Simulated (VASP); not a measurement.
# Ge (P6_3/mmc) in VASP: a series of runs

The runs below take Ge through single point, with PBE.

Everything below comes from runs of VASP 6.6.1. Logs are shortened: lines on timing, memory, paths and dates and some standing lists are left out, and cuts for length are marked.

## 1. The cell of the first run

Symmetry: P6_3/mmc, No. 194, hexagonal system. Conventional cell: a = 2.866 Å, b = 2.866 Å, c = 4.901 Å, α = 90.00°, β = 90.00°, γ = 120.00°. Within 3.8 Å of Ge (site symmetry -6m2) lie 12 Ge at 2.87 to 2.96 Å.

This isn't the form of Ge at room conditions, which is diamond.

## 2. Single point, PBE

Contents of INCAR:

```
SYSTEM = Ge
PREC = Accurate
ENCUT = 520
EDIFF = 1E-6
ISMEAR = -1
SIGMA = 0.1
LREAL = .FALSE.
LASPH = .TRUE.
NELM = 60
ALGO = Normal
ISIF = 2
LWAVE = .FALSE.
LCHARG = .TRUE.
GGA = PE
LELF = .TRUE.
LVHAR = .TRUE.
NBANDS = 21
```

Contents of KPOINTS:

```
Automatic mesh
0
G
  14 14 8
  0 0 0
```

Contents of POSCAR:

```
Ge
1.0
    2.8659475121      0.0000000000      0.0000000000
   -1.4329737561      2.4819833514      0.0000000000
    0.0000000000      0.0000000000      4.9005802196
Ge
2
Direct
    0.3333333333      0.6666666667      0.2500000000
    0.6666666667      0.3333333333      0.7500000000
```

Potentials or basis: VASP PAW PBE potentials, release 64 (Ge_d).

Launch:

```console
> cat potpaw_PBE.64/Ge_d/POTCAR > POTCAR
> mpirun -np 1 vasp_std > vasp.out
```

OUTCAR:

```text
SYSTEM = Ge
   PREC = Accurate
   ENCUT = 520
   EDIFF = 1E-6
   ISMEAR = -1
   LREAL = .FALSE.
   LASPH = .TRUE.
   NELM = 60
   ISIF = 2
   GGA = PE

 ion  position               nearest neighbor table
   1  0.333  0.667  0.250-
   2  0.667  0.333  0.750-

  LATTYP: Found a hexagonal cell.
 ALAT       =     2.8659475121
 C/A-ratio  =     1.7099336952

  Lattice vectors:

 A1 = (   2.8659475121,   0.0000000000,   0.0000000000)
 A2 = (  -1.4329737561,   2.4819833514,   0.0000000000)
 A3 = (   0.0000000000,   0.0000000000,   4.9005802196)

Analysis of symmetry for initial positions (statically):
=====================================================================
 Subroutine PRICEL returns:
 Original cell was already a primitive cell.

 Routine SETGRP: Setting up the symmetry group for a
 hexagonal supercell.

 Subroutine GETGRP returns: Found 24 space group operations
 (whereof 12 operations were pure point group operations)
 out of a pool of 24 trial point group operations.

The static configuration has the point symmetry D_3d.
 The point group associated with its full space group is D_6h.

Analysis of symmetry for dynamics (positions and initial velocities):
=====================================================================
 Subroutine PRICEL returns:
 Original cell was already a primitive cell.

 Routine SETGRP: Setting up the symmetry group for a
 hexagonal supercell.

 Subroutine GETGRP returns: Found 24 space group operations
 (whereof 12 operations were pure point group operations)
 out of a pool of 24 trial point group operations.

The dynamic configuration has the point symmetry D_3d.
 The point group associated with its full space group is D_6h.

 Subroutine INISYM returns: Found 24 space group operations
 (whereof 12 operations are pure point group operations),
 and found     1 'primitive' translations

----------------------------------------------------------------------------------------

                                     Primitive cell

  volume of cell :      34.8590

  direct lattice vectors                    reciprocal lattice vectors
     2.865947512  0.000000000  0.000000000     0.348924743  0.201451794  0.000000000
    -1.432973756  2.481983351  0.000000000     0.000000000  0.402903589  0.000000000
     0.000000000  0.000000000  4.900580220     0.000000000  0.000000000  0.204057470

  length of vectors
     2.865947512  2.865947512  4.900580220     0.402903589  0.402903589  0.204057470

  position of ions in fractional coordinates (direct lattice)
     0.333333333  0.666666667  0.250000000
     0.666666667  0.333333333  0.750000000

  ion indices of the primitive-cell ions
   primitive index   ion index
                 1           1
                 2           2

----------------------------------------------------------------------------------------

 KPOINTS: Automatic mesh

Automatic generation of k-mesh.
 Grid dimensions read from file:
 generate k-points for:   14   14    8

 Generating k-lattice:

  Cartesian coordinates                     Fractional coordinates (reciprocal lattice)
     0.024923196  0.014389414  0.000000000     0.071428571  0.000000000  0.000000000
     0.000000000  0.028778828  0.000000000     0.000000000  0.071428571  0.000000000
     0.000000000  0.000000000  0.025507184     0.000000000  0.000000000  0.125000000

  Length of vectors
     0.028778828  0.028778828  0.025507184

  Shift w.r.t. Gamma in fractional coordinates (k-lattice)
     0.000000000  0.000000000  0.000000000

 Subroutine IBZKPT returns following result:
 ===========================================

 Found    120 irreducible k-points:

 Following reciprocal coordinates:
            Coordinates               Weight
  0.000000  0.000000  0.000000      1.000000
  0.071429  0.000000  0.000000      6.000000
  0.142857  0.000000  0.000000      6.000000
  0.214286  0.000000  0.000000      6.000000
  0.285714  0.000000  0.000000      6.000000
  0.357143  0.000000  0.000000      6.000000
[... 16 lines left out ...]
  0.285714  0.285714  0.000000      6.000000
  0.357143  0.285714  0.000000      6.000000
 [... further k-points ...]
   k-points           NKPTS =    120   k-points in BZ     NKDIM =    120   number of bands    NBANDS=     21
   number of dos      NEDOS =    301   number of ions     NIONS =      2
   total plane-waves  NPLWV =  20736
   dimension x,y,z NGX =    24 NGY =   24 NGZ =   36
   dimension x,y,z NGXF=    48 NGYF=   48 NGZF=   72
   ions per type =               2
   NGX,Y,Z   is equivalent  to a cutoff of  13.92, 13.92, 12.21 a.u.
   NGXF,Y,Z  is equivalent  to a cutoff of  27.84, 27.84, 24.43 a.u.
 SYSTEM =  Ge
   PREC   = accura    normal or accurate (medium, high low for compatibility)
   ISTART =      0    job   : 0-new  1-cont  2-samecut
   ICHARG =      2    charge: 1-file 2-atom 10-const
   ISPIN  =      1    spin polarized calculation?
   LNONCOLLINEAR =      F non collinear calculations
   LSORBIT =      F    spin-orbit coupling
   LASPH  =      T    aspherical Exc in radial PAW
   ENCUT  =  520.0 eV  38.22 Ry    6.18 a.u.   5.33  5.33  9.11*2*pi/ulx,y,z
   NELM   =     60;   NELMIN=  2; NELMDL= -5     # of ELM steps
   EDIFF  = 0.1E-05   stopping-criterion for ELM
   LREAL  =      F    real-space projection
   EDIFFG = 0.1E-04   stopping-criterion for IOM
   NSW    =      0    number of steps for IOM
   IBRION =     -1    ionic relax: 0-MD 1-quasi-New 2-CG
   NFREE  =      0    steps in history (QN), initial steepest desc. (CG)
   ISIF   =      2    stress and relaxation
   ISYM   =      2    0-nonsym 1-usesym 2-fastsym
   POTIM  = 0.5000    time-step for ionic-motion
   TEBEG  =    0.0;   TEEND  =   0.0 temperature during run
   PSTRESS=    0.0 pullay stress
   NELECT =      28.0000    total number of electrons
   NUPDOWN=      -1.0000    fix difference up-down
   EMIN   =  10.00;   EMAX   =-10.00  energy-range for DOS
   EFERMI =   0.00;   METHOD = LEGACY
   ISMEAR =    -1;   SIGMA  =   0.10  broadening in eV -4-tet -1-fermi 0-gaus
   EFERMI_NEDOS =   21; number of points for ismear=-14 and -15
   IALGO  =     38    algorithm
   IMIX   =      4    mixing-type and parameters
     AMIX     =   0.40;   BMIX     =  1.00
     AMIX_MAG =   1.60;   BMIX_MAG =  1.00
  volume/ion in A,a.u.               =      17.43       117.62
  Fermi-wavevector in a.u.,A,eV,Ry     =   1.521794  2.875774 31.509163  2.315858
  Thomas-Fermi vector in A             =   2.630461
   LORBIT       =      0    0 simple, 1 ext, 2 COOP (PROOUT), +10 PAW based schemes
   GGA     = PE    functional components
   LHFCALC =     F    Hartree Fock is set to
   AEXX    =    0.0000 exact exchange contribution
   IVDW    =     0    specifies the selected vdW correction
   LEPSILON=     F    determine dielectric tensor
   LRPA    =     F    only Hartree local field effects (RPA)
 non-spin polarized calculation
  energy-cutoff  :      520.00
  volume of cell :       34.86
 maximum number of plane-waves:       954
 NGX is ok and might be reduce to    24
   NGX = 11   NGY = 11   NGZ = 19

 number of electron      28.0000013 magnetization

 Free energy of the ion-electron system (eV)
  ---------------------------------------------------
  ext. energy  EPLUGINS =         0.00000000
  ---------------------------------------------------
  free energy    TOTEN  =        -8.30544168 eV

  energy without entropy =       -8.28250004  energy(sigma->0) =       -8.29397086

 E-fermi :   7.6859     XC(G=0): -11.7014

 val. band max:        7.6185119808   @ k =   0.3571   0.0000   0.2500
 cond. band min:       7.8339552059   @ k =   0.2857   0.0000   0.5000
 fundamental gap:      0.2154432250
 Fermi energy:         7.6858982272

 k-point     1 :       0.0000    0.0000    0.0000
  band No.  band energies     occupation
      1     -17.1051      2.00000
      2     -17.1026      2.00000
      3     -17.0902      2.00000
      4     -17.0902      2.00000
      5     -17.0821      2.00000
      6     -17.0821      2.00000
[... 13 lines left out ...]
     20      20.7590      0.00000
     21      22.7571      0.00000

 k-point     2 :       0.0714    0.0000    0.0000
  band No.  band energies     occupation
      1     -17.1055      2.00000
      2     -17.1003      2.00000
      3     -17.0880      2.00000
      4     -17.0839      2.00000
      5     -17.0807      2.00000
      6     -17.0761      2.00000
[... 13 lines left out ...]
     20      21.3162      0.00000
     21      21.9530      0.00000

 k-point     3 :       0.1429    0.0000    0.0000
  band No.  band energies     occupation
      1     -17.1141      2.00000
      2     -17.0907      2.00000
      3     -17.0873      2.00000
      4     -17.0673      2.00000
      5     -17.0664      2.00000
      6     -17.0591      2.00000
[... 13 lines left out ...]
     20      21.2146      0.00000
     21      21.8795      0.00000

 k-point     4 :       0.2143    0.0000    0.0000
  band No.  band energies     occupation
      1     -17.1277      2.00000
      2     -17.0931      2.00000
      3     -17.0736      2.00000
      4     -17.0643      2.00000
      5     -17.0527      2.00000
      6     -17.0436      2.00000
[... 13 lines left out ...]
     20      19.8439      0.00000
     21      21.9436      0.00000

 k-point     5 :       0.2857    0.0000    0.0000
  band No.  band energies     occupation
      1     -17.1423      2.00000
      2     -17.1002      2.00000
      3     -17.0812      2.00000
      4     -17.0604      2.00000
      5     -17.0551      2.00000
      6     -17.0221      2.00000
[... 13 lines left out ...]
     20      19.4598      0.00000
     21      21.4792      0.00000

 k-point     6 :       0.3571    0.0000    0.0000
  band No.  band energies     occupation
      1     -17.1552      2.00000
      2     -17.1072      2.00000
      3     -17.0975      2.00000
      4     -17.0671      2.00000
      5     -17.0384      2.00000
      6     -17.0339      2.00000
[... 13 lines left out ...]
     20      19.3779      0.00000
     21      21.0734      0.00000

 k-point     7 :       0.4286    0.0000    0.0000
  band No.  band energies     occupation
      1     -17.1640      2.00000
      2     -17.1123      2.00000
      3     -17.1091      2.00000
      4     -17.0715      2.00000
      5     -17.0416      2.00000
      6     -17.0270      2.00000
[... 13 lines left out ...]
     20      19.3025      0.00000
     21      20.8179      0.00000
[... 291 lines left out ...]
      1     -17.1024      2.00000
      2     -17.0979      2.00000
      3     -17.0973      2.00000
      4     -17.0722      2.00000
      5     -17.0476      2.00000
      6     -17.0356      2.00000
[... 13 lines left out ...]
     20      21.8742      0.00000
     21      22.0543      0.00000

 k-point    21 :       0.2857    0.2143    0.0000
  band No.  band energies     occupation
      1     -17.1100      2.00000
      2     -17.1058      2.00000
      3     -17.0794      2.00000
      4     -17.0715      2.00000
      5     -17.0416      2.00000
      6     -17.0389      2.00000
[... 13 lines left out ...]
     20      21.8765      0.00000
     21      23.1404      0.00000

 k-point    22 :       0.3571    0.2143    0.0000
  band No.  band energies     occupation
      1     -17.1168      2.00000
      2     -17.1092      2.00000
      3     -17.0685      2.00000
      4     -17.0677      2.00000
      5     -17.0466      2.00000
      6     -17.0320      2.00000
[... 13 lines left out ...]
     20      21.6960      0.00000
     21      24.2805      0.00000

 k-point    23 :       0.2857    0.2857    0.0000
  band No.  band energies     occupation
      1     -17.1173      2.00000
      2     -17.0767      2.00000
      3     -17.0760      2.00000
      4     -17.0670      2.00000
      5     -17.0471      2.00000
      6     -17.0289      2.00000
[... 13 lines left out ...]
     20      24.3659      0.00000
     21      24.4720      0.00000

 k-point    24 :       0.3571    0.2857    0.0000
  band No.  band energies     occupation
      1     -17.1199      2.00000
      2     -17.0760      2.00000
      3     -17.0623      2.00000
      4     -17.0544      2.00000
      5     -17.0530      2.00000
      6     -17.0314      2.00000
[... 13 lines left out ...]
     20      24.6545      0.00000
     21      25.3439      0.00000

 [... further k-points ...]

------------------------ aborting loop because EDIFF is reached ----------------------------------------

  FORCE on cell =-STRESS in cart. coord.  units (eV):
  Direction    XX          YY          ZZ          XY          YZ          ZX
  --------------------------------------------------------------------------------------
  -------------------------------------------------------------------------------------
  Total        1.8830709      1.8830709      1.8830061     -0.0000000      0.0000000     -0.0000000
  in kB       86.5491205     86.5491205     86.5461423     -0.0000000      0.0000000     -0.0000000
  external PRESSURE =      86.5481278 kB  Pullay stress =       0.0000000 kB

 VOLUME and BASIS-vectors are now :
 -----------------------------------------------------------------------------
  energy-cutoff  :      520.00
  volume of cell :       34.86
      direct lattice vectors                 reciprocal lattice vectors
     2.865947512  0.000000000  0.000000000     0.348924743  0.201451794  0.000000000
    -1.432973756  2.481983351  0.000000000     0.000000000  0.402903589  0.000000000
     0.000000000  0.000000000  4.900580220     0.000000000  0.000000000  0.204057470

 POSITION                                       TOTAL-FORCE (eV/Angst)
 -----------------------------------------------------------------------------------
     -0.00000      1.65466      1.22515         0.000000     -0.000000      0.000000
      1.43297      0.82733      3.67544        -0.000000      0.000000      0.000000
 -----------------------------------------------------------------------------------
    total drift:                               -0.000000      0.000000     -0.000000

  FREE ENERGIE OF THE ION-ELECTRON SYSTEM (eV)
  ---------------------------------------------------
  free  energy   TOTEN  =        -8.3054416841 eV

  energy  without entropy=       -8.2825000445  energy(sigma->0) =       -8.29397086
```

Wall time 26 s (1 thread of Intel Xeon 6975P-C (Granite Rapids), shared host); peak memory 0.19 GiB.

What came out:

```yaml
Free_energy: -8.3054 eV
Pressure: 8.7 GPa
Band_gap_on_the_k_mesh: zero (bands 14 and 15 overlap by 10.81 eV)
```

Levels at points of the mesh, in eV from the Fermi level:
```
           k point  band 12  band 13  band 14  band 15  band 16  band 17
(0.00, 0.00, 0.00)    -8.64    -6.18     8.06     8.06     8.88     9.92
(0.50, 0.00, 0.00)    -7.18    -2.85    -2.15    -1.01     1.24     3.31
(0.00, 0.00, 0.50)   -12.33     0.54     0.54     9.07     9.07     9.07
(0.50, 0.00, 0.50)    -6.95    -5.28    -5.28     4.62     4.62     4.81
```

Caveat: the cell stands under pressure.

## 3. Single point, PBE

This run uses another cell than the first one, of 19.37 Å³/atom.

Contents of INCAR:

```
SYSTEM = Ge
ALGO = Normal
EDIFF = 1E-6
ENCUT = 520
GGA = PE
ISIF = 2
ISMEAR = -1
LASPH = .True.
LCHARG = .False.
LREAL = .False.
LWAVE = .False.
NBANDS = 21
NELM = 100
PREC = Accurate
SIGMA = 0.1
```

Contents of KPOINTS:

```
k-points
0
Gamma
  14 14 8
  0 0 0
```

Contents of POSCAR:

```
Ge
1.0
    2.9674128292      0.0000000000      0.0000000000
   -1.4837064146      2.5698548936      0.0000000000
    0.0000000000      0.0000000000      5.0790854339
Ge
2
Direct
    0.3333333333      0.6666666667      0.2500000000
    0.6666666667      0.3333333333      0.7500000000
```

Potentials or basis: VASP PAW PBE potentials, release 64 (Ge_d).

Launch:

```console
> cat potpaw_PBE.64/Ge_d/POTCAR > POTCAR
> mpirun -np 1 vasp_std > vasp.out
```

It took 30 s on 1 thread of Intel Xeon 6975P-C (Granite Rapids), shared host; peak memory 0.2 GiB.

The run converged. Its results:

| Property | Result |
| --- | --- |
| Free energy | -8.4016 eV |
| Pressure | 0.0 GPa |
| Band gap on the k mesh | zero (bands 14 and 15 overlap by 9.64 eV) |

Levels at points of the mesh, in eV from the Fermi level:
```tsv
k point	band 12	band 13	band 14	band 15	band 16	band 17
(0.00, 0.00, 0.00)	-8.36	-5.48	7.28	7.28	7.95	8.95
(0.50, 0.00, 0.00)	-6.74	-2.96	-1.99	-0.77	1.39	3.09
(0.00, 0.00, 0.50)	-11.53	0.49	0.49	8.16	8.16	8.16
(0.50, 0.00, 0.50)	-6.81	-4.69	-4.69	4.14	4.14	4.44
```
